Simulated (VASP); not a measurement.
# GaSb in VASP: single point with PBE

Aim: the single point of GaSb with PBE.

Everything below comes from runs of VASP 6.6.1. Logs are shortened: lines on timing, memory, paths and dates and some standing lists are left out, and cuts for length are marked.

## Step 1: The cell of the first run

The cell holds a wire or tube with vacuum around it, 20 atoms: a = 21.000 Å, b = 21.500 Å, c = 4.323 Å, α = 90.00°, β = 90.00°, γ = 90.00°.

## Step 2: Single point, PBE

Input file INCAR:

```
SYSTEM = GaSb
PREC     = Accurate       ! precision mode
ENCUT    = 520            ! plane-wave cutoff, eV
EDIFF    = 1E-6           ! SCF threshold, eV
ISMEAR   = 0              ! smearing method
SIGMA    = 0.05           ! smearing width, eV
LREAL    = Auto         
LASPH    = .TRUE.         ! aspherical terms in the spheres
NELM     = 100            ! most SCF steps
ALGO     = Normal         ! electronic algorithm
ISIF     = 2              ! what is computed and relaxed
LWAVE    = .FALSE.        ! write WAVECAR
LCHARG   = .FALSE.        ! write CHGCAR
GGA      = PE             ! functional
NBANDS   = 106            ! bands
KPAR     = 2            
NCORE    = 2
```

Input file KPOINTS:

```
regular mesh
0
G
  1 1 11
  0 0 0
```

Input file POSCAR:

```
GaSb
1.0
   21.0000000000      0.0000000000      0.0000000000
    0.0000000000     21.5000000000      0.0000000000
    0.0000000000      0.0000000000      4.3234283470
Ga Sb
10 10
Direct
    0.7677026347      0.5544725693      0.5000000000
    0.6837849622      0.6977445941      0.0000000000
    0.5296806617      0.7654949718      0.5000000000
    0.3642387842      0.7318257490      0.0000000000
    0.2506434012      0.6096136342      0.5000000000
    0.2322973653      0.4455274307      0.0000000000
    0.3162150378      0.3022554059      0.5000000000
    0.4703193383      0.2345050282      0.0000000000
    0.6357612158      0.2681742510      0.5000000000
    0.7493565988      0.3903863658      0.0000000000
    0.7823433257      0.6227905232      0.0000000000
    0.6545197713      0.7614240921      0.5000000000
    0.4676820857      0.8002092173      0.0000000000
    0.2931901961      0.7243210334      0.5000000000
    0.1976793089      0.5627537415      0.0000000000
    0.2176566743      0.3772094768      0.5000000000
    0.3454802287      0.2385759079      0.0000000000
    0.5323179143      0.1997907827      0.5000000000
    0.7068098039      0.2756789666      0.0000000000
    0.8023206911      0.4372462585      0.5000000000
```

Potentials or basis: VASP PAW PBE potentials, release 64 (Ga_d, Sb).

Launch:

```bash
$ cat potpaw_PBE.64/Ga_d/POTCAR potpaw_PBE.64/Sb/POTCAR > POTCAR
$ mpirun -np 4 vasp_std > vasp.out
```

OUTCAR:

```text
SYSTEM = GaSb
   PREC = Accurate
   ENCUT = 520
   EDIFF = 1E-6
   ISMEAR = 0
   LREAL = Auto
   LASPH = .TRUE.
   NELM = 100
   ISIF = 2
   GGA = PE

 ion  position               nearest neighbor table
   1  0.768  0.554  0.500-  20 2.62  11 2.63  11 2.63
   2  0.684  0.698  0.000-  11 2.62  12 2.63  12 2.63
   3  0.530  0.765  0.500-  12 2.62  13 2.63  13 2.63
   4  0.364  0.732  0.000-  13 2.62  14 2.63  14 2.63
   5  0.251  0.610  0.500-  14 2.62  15 2.63  15 2.63
   6  0.232  0.446  0.000-  15 2.62  16 2.63  16 2.63
[... 12 lines left out ...]
  19  0.707  0.276  0.000-  10 2.62   9 2.63   9 2.63
  20  0.802  0.437  0.500-   1 2.62  10 2.63  10 2.63

  LATTYP: Found a simple orthorhombic cell.
 ALAT       =     4.3234283470
 B/A-ratio  =     4.8572563981
 C/A-ratio  =     4.9729053599

  Lattice vectors:

 A1 = (   0.0000000000,   0.0000000000,   4.3234283470)
 A2 = (  21.0000000000,   0.0000000000,   0.0000000000)
 A3 = (   0.0000000000,  21.5000000000,   0.0000000000)

Analysis of symmetry for initial positions (statically):
=====================================================================
 Subroutine PRICEL returns:
 Original cell was already a primitive cell.

 Routine SETGRP: Setting up the symmetry group for a
 simple orthorhombic supercell.

 Subroutine GETGRP returns: Found  4 space group operations
 (whereof  2 operations were pure point group operations)
 out of a pool of  8 trial point group operations.

The static configuration has the point symmetry C_1h.
 The point group associated with its full space group is C_2h.

Analysis of symmetry for dynamics (positions and initial velocities):
=====================================================================
 Subroutine PRICEL returns:
 Original cell was already a primitive cell.

 Routine SETGRP: Setting up the symmetry group for a
 simple orthorhombic supercell.

 Subroutine GETGRP returns: Found  4 space group operations
 (whereof  2 operations were pure point group operations)
 out of a pool of  8 trial point group operations.

The dynamic configuration has the point symmetry C_1h.
 The point group associated with its full space group is C_2h.

 Subroutine INISYM returns: Found  4 space group operations
 (whereof  2 operations are pure point group operations),
 and found     1 'primitive' translations

----------------------------------------------------------------------------------------

                                     Primitive cell

  volume of cell :    1952.0279

  direct lattice vectors                    reciprocal lattice vectors
    21.000000000  0.000000000  0.000000000     0.047619048  0.000000000  0.000000000
     0.000000000 21.500000000  0.000000000     0.000000000  0.046511628  0.000000000
     0.000000000  0.000000000  4.323428347     0.000000000  0.000000000  0.231297924

  length of vectors
    21.000000000 21.500000000  4.323428347     0.047619048  0.046511628  0.231297924

  position of ions in fractional coordinates (direct lattice)
     0.767702635  0.554472569  0.500000000
     0.683784962  0.697744594  0.000000000
     0.529680662  0.765494972  0.500000000
     0.364238784  0.731825749  0.000000000
     0.250643401  0.609613634  0.500000000
     0.232297365  0.445527431  0.000000000
[... 12 lines left out ...]
     0.706809804  0.275678967  0.000000000
     0.802320691  0.437246258  0.500000000

  ion indices of the primitive-cell ions
   primitive index   ion index
                 1           1
                 2           2
                 3           3
                 4           4
                 5           5
                 6           6
[... 12 lines left out ...]
                19          19
                20          20

----------------------------------------------------------------------------------------

 KPOINTS: regular mesh

Automatic generation of k-mesh.
 Grid dimensions read from file:
 generate k-points for:    1    1   11

 Generating k-lattice:

  Cartesian coordinates                     Fractional coordinates (reciprocal lattice)
     0.047619048  0.000000000  0.000000000     1.000000000  0.000000000  0.000000000
     0.000000000  0.046511628  0.000000000     0.000000000  1.000000000  0.000000000
     0.000000000  0.000000000  0.021027084     0.000000000  0.000000000  0.090909091

  Length of vectors
     0.047619048  0.046511628  0.021027084

  Shift w.r.t. Gamma in fractional coordinates (k-lattice)
     0.000000000  0.000000000  0.000000000

 Subroutine IBZKPT returns following result:
 ===========================================

 Found      6 irreducible k-points:

 Following reciprocal coordinates:
            Coordinates               Weight
  0.000000  0.000000  0.000000      1.000000
  0.000000  0.000000  0.090909      2.000000
  0.000000  0.000000  0.181818      2.000000
  0.000000  0.000000  0.272727      2.000000
  0.000000  0.000000  0.363636      2.000000
  0.000000  0.000000  0.454545      2.000000
   k-points           NKPTS =      6   k-points in BZ     NKDIM =      6   number of bands    NBANDS=    106
   number of dos      NEDOS =    301   number of ions     NIONS =     20
   total plane-waves  NPLWV = 819200
   dimension x,y,z NGX =   160 NGY =  160 NGZ =   32
   dimension x,y,z NGXF=   320 NGYF=  320 NGZF=   64
   ions per type =              10  10
   NGX,Y,Z   is equivalent  to a cutoff of  12.67, 12.37, 12.30 a.u.
   NGXF,Y,Z  is equivalent  to a cutoff of  25.33, 24.74, 24.61 a.u.
 SYSTEM =  GaSb
   PREC   = accura    normal or accurate (medium, high low for compatibility)
   ISTART =      0    job   : 0-new  1-cont  2-samecut
   ICHARG =      2    charge: 1-file 2-atom 10-const
   ISPIN  =      1    spin polarized calculation?
   LNONCOLLINEAR =      F non collinear calculations
   LSORBIT =      F    spin-orbit coupling
   LASPH  =      T    aspherical Exc in radial PAW
   ENCUT  =  520.0 eV  38.22 Ry    6.18 a.u.  39.05 39.98  8.04*2*pi/ulx,y,z
   NELM   =    100;   NELMIN=  2; NELMDL= -5     # of ELM steps
   EDIFF  = 0.1E-05   stopping-criterion for ELM
   LREAL  =      T    real-space projection
   EDIFFG = 0.1E-04   stopping-criterion for IOM
   NSW    =      0    number of steps for IOM
   IBRION =     -1    ionic relax: 0-MD 1-quasi-New 2-CG
   NFREE  =      0    steps in history (QN), initial steepest desc. (CG)
   ISIF   =      2    stress and relaxation
   ISYM   =      2    0-nonsym 1-usesym 2-fastsym
   POTIM  = 0.5000    time-step for ionic-motion
   TEBEG  =    0.0;   TEEND  =   0.0 temperature during run
   PSTRESS=    0.0 pullay stress
   NELECT =     180.0000    total number of electrons
   NUPDOWN=      -1.0000    fix difference up-down
   EMIN   =  10.00;   EMAX   =-10.00  energy-range for DOS
   EFERMI =   0.00;   METHOD = LEGACY
   ISMEAR =     0;   SIGMA  =   0.05  broadening in eV -4-tet -1-fermi 0-gaus
   EFERMI_NEDOS =   21; number of points for ismear=-14 and -15
   IALGO  =     38    algorithm
   IMIX   =      4    mixing-type and parameters
     AMIX     =   0.40;   BMIX     =  1.00
     AMIX_MAG =   1.60;   BMIX_MAG =  1.00
  volume/ion in A,a.u.               =      97.60       658.65
  Fermi-wavevector in a.u.,A,eV,Ry     =   0.739612  1.397663  7.442729  0.547025
  Thomas-Fermi vector in A             =   1.833816
   LORBIT       =      0    0 simple, 1 ext, 2 COOP (PROOUT), +10 PAW based schemes
   GGA     = PE    functional components
   LHFCALC =     F    Hartree Fock is set to
   AEXX    =    0.0000 exact exchange contribution
   IVDW    =     0    specifies the selected vdW correction
   LEPSILON=     F    determine dielectric tensor
   LRPA    =     F    only Hartree local field effects (RPA)
 non-spin polarized calculation
 Gauss-broadening in eV      SIGMA  =   0.05
  energy-cutoff  :      520.00
  volume of cell :     1952.03
 maximum number of plane-waves:     52630
 NGX is ok and might be reduce to   160
   NGX = 79   NGY = 79   NGZ = 17

 number of electron     180.0000122 magnetization

 Free energy of the ion-electron system (eV)
  ---------------------------------------------------
  ext. energy  EPLUGINS =         0.00000000
  ---------------------------------------------------
  free energy    TOTEN  =       -67.24762952 eV

  energy without entropy =      -67.24762952  energy(sigma->0) =      -67.24762952

 E-fermi :  -1.8403     XC(G=0):  -3.6952

 val. band max:       -2.0921387324   @ k =   0.0000   0.0000   0.0000
 cond. band min:      -1.1390613913   @ k =   0.0000   0.0000   0.0000
 fundamental gap:      0.9530773411
 Fermi energy:        -1.8403255955

 k-point     1 :       0.0000    0.0000    0.0000
  band No.  band energies     occupation
      1     -16.8385      2.00000
      2     -16.8357      2.00000
      3     -16.8357      2.00000
      4     -16.8283      2.00000
      5     -16.8283      2.00000
      6     -16.8191      2.00000
[... 94 lines left out ...]
    101       0.3186      0.00000
    102       0.4688      0.00000

 k-point     2 :       0.0000    0.0000    0.0909
  band No.  band energies     occupation
      1     -16.8373      2.00000
      2     -16.8346      2.00000
      3     -16.8345      2.00000
      4     -16.8274      2.00000
      5     -16.8274      2.00000
      6     -16.8184      2.00000
[... 94 lines left out ...]
    101       0.3839      0.00000
    102       0.5210      0.00000

 k-point     3 :       0.0000    0.0000    0.1818
  band No.  band energies     occupation
      1     -16.8336      2.00000
      2     -16.8313      2.00000
      3     -16.8313      2.00000
      4     -16.8250      2.00000
      5     -16.8250      2.00000
      6     -16.8167      2.00000
[... 94 lines left out ...]
    101       0.5245      0.00000
    102       0.6458      0.00000

 k-point     4 :       0.0000    0.0000    0.2727
  band No.  band energies     occupation
      1     -16.8283      2.00000
      2     -16.8266      2.00000
      3     -16.8266      2.00000
      4     -16.8217      2.00000
      5     -16.8217      2.00000
      6     -16.8148      2.00000
[... 94 lines left out ...]
    101       0.5634      0.00000
    102       0.6177      0.00000

 k-point     5 :       0.0000    0.0000    0.3636
  band No.  band energies     occupation
      1     -16.8220      2.00000
      2     -16.8211      2.00000
      3     -16.8211      2.00000
      4     -16.8183      2.00000
      5     -16.8182      2.00000
      6     -16.8136      2.00000
[... 94 lines left out ...]
    101       0.2915      0.00000
    102       0.2946      0.00000

 k-point     6 :       0.0000    0.0000    0.4545
  band No.  band energies     occupation
      1     -16.8157      2.00000
      2     -16.8157      2.00000
      3     -16.8156      2.00000
      4     -16.8154      2.00000
      5     -16.8154      2.00000
      6     -16.8137      2.00000
[... 94 lines left out ...]
    101       0.0227      0.00000
    102       0.0243      0.00000
 [bands above 102 left out]

------------------------ aborting loop because EDIFF is reached ----------------------------------------

  FORCE on cell =-STRESS in cart. coord.  units (eV):
  Direction    XX          YY          ZZ          XY          YZ          ZX
  --------------------------------------------------------------------------------------
  -------------------------------------------------------------------------------------
  Total        0.2581615      0.3053830      0.3030977      0.0068293      0.0000000      0.0000000
  in kB        0.2118927      0.2506510      0.2487753      0.0056053      0.0000000      0.0000000
  external PRESSURE =       0.2371063 kB  Pullay stress =       0.0000000 kB

 VOLUME and BASIS-vectors are now :
 -----------------------------------------------------------------------------
  energy-cutoff  :      520.00
  volume of cell :     1952.03
      direct lattice vectors                 reciprocal lattice vectors
    21.000000000  0.000000000  0.000000000     0.047619048  0.000000000  0.000000000
     0.000000000 21.500000000  0.000000000     0.000000000  0.046511628  0.000000000
     0.000000000  0.000000000  4.323428347     0.000000000  0.000000000  0.231297924

 POSITION                                       TOTAL-FORCE (eV/Angst)
 -----------------------------------------------------------------------------------
     16.12176     11.92116      2.16171        -0.024256     -0.003479      0.000000
     14.35948     15.00151      0.00000        -0.018623     -0.016623      0.000000
     11.12329     16.45814      2.16171        -0.005768     -0.022270      0.000000
      7.64901     15.73425      0.00000         0.008627     -0.022912      0.000000
      5.26351     13.10669      2.16171         0.021087     -0.011448      0.000000
      4.87824      9.57884      0.00000         0.024256      0.003479      0.000000
[... 12 lines left out ...]
     14.84301      5.92710      0.00000         0.019945     -0.021446      0.000000
     16.84873      9.40079      2.16171         0.038073     -0.014797      0.000000
 -----------------------------------------------------------------------------------
    total drift:                                0.000000      0.000000     -0.000000

  FREE ENERGIE OF THE ION-ELECTRON SYSTEM (eV)
  ---------------------------------------------------
  free  energy   TOTEN  =       -67.2476295175 eV

  energy  without entropy=      -67.2476295175  energy(sigma->0) =      -67.24762952
```

It took 14 min on 4 MPI ranks of Intel Xeon Platinum 8375C at 2.90GHz (Ice Lake), shared host; peak memory 1.1 GiB.

What came out:

- Free energy: -67.2476 eV
- Largest force: 0.041 eV/Å
- Band gap on the k mesh: 0.95 eV

Forces in eV/Å, atoms in the order of the input:
```
Ga  -0.024 -0.003  0.000
Ga  -0.019 -0.017  0.000
Ga  -0.006 -0.022  0.000
Ga   0.009 -0.023  0.000
Ga   0.021 -0.011  0.000
Ga   0.024  0.003  0.000
Ga   0.019  0.017  0.000
Ga   0.006  0.022  0.000
Ga  -0.009  0.023  0.000
Ga  -0.021  0.011  0.000
Sb   0.028  0.006  0.000
Sb   0.009  0.019  0.000
Sb  -0.006  0.028  0.000
Sb  -0.020  0.021  0.000
Sb  -0.038  0.015  0.000
Sb  -0.028 -0.006  0.000
Sb  -0.009 -0.019  0.000
Sb   0.006 -0.028  0.000
Sb   0.020 -0.021  0.000
Sb   0.038 -0.015  0.000
```

Caveat: spin-orbit coupling is left out, which moves the levels of the heavy elements.
